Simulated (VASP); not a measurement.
Ti: single point with PBE

Crystal: Ti.

```
CELL_PARAMETERS angstrom
-1.63279 1.64100 1.64100
1.63279 -1.64100 1.64100
1.63279 1.64100 -1.64100
ATOMIC_POSITIONS crystal
Ti 0.00000 0.00000 0.00000
```

This cell differs from its parent crystal: strain -0.0050 x Voigt [1, 0, 0, 0, 0, 0].

| Item | Value |
| --- | --- |
| Program | VASP 6.6.1 |
| Task | single point |
| Functional | PBE |
| Potentials or basis | VASP PAW PBE potentials, release 64 (Ti_sv) |
| Cutoff | 520 eV |
| k mesh | 20 × 20 × 20 |
| Occupations | gaussian, width 0.15 eV |
| Spin | no spin polarisation |

```json
{"Pressure": "-2.1 GPa", "Band gap on the k mesh": "zero (band 6 reaches 8.93 eV, above the bottom of band 7 at 7.31 eV)"}
```

Stress tensor (GPa, compression positive):
```
-2.22  0.00  0.00
 0.00 -2.08  0.00
 0.00  0.00 -2.08
```

Levels at points of the mesh, in eV from the Fermi level:
```csv
k point,band 4,band 5,band 6,band 7,band 8,band 9
"(0.00, 0.00, 0.00)",-32.43,-5.93,0.95,0.99,0.99,2.68
"(0.50, 0.00, 0.00)",-32.43,-2.42,-0.35,1.08,2.66,3.02
"(0.00, 0.50, 0.00)",-32.43,-2.42,-0.40,1.11,2.70,3.04
"(0.50, 0.50, 0.50)",-32.87,-2.07,-2.05,3.85,3.85,3.86
```

Wall time 2.3 min on 1 thread of Intel Xeon 8259CL, on a shared host, peak memory 0.25 GiB.

Caveat: the cell differs from its parent crystal (strain -0.0050 x Voigt [1, 0, 0, 0, 0, 0]).
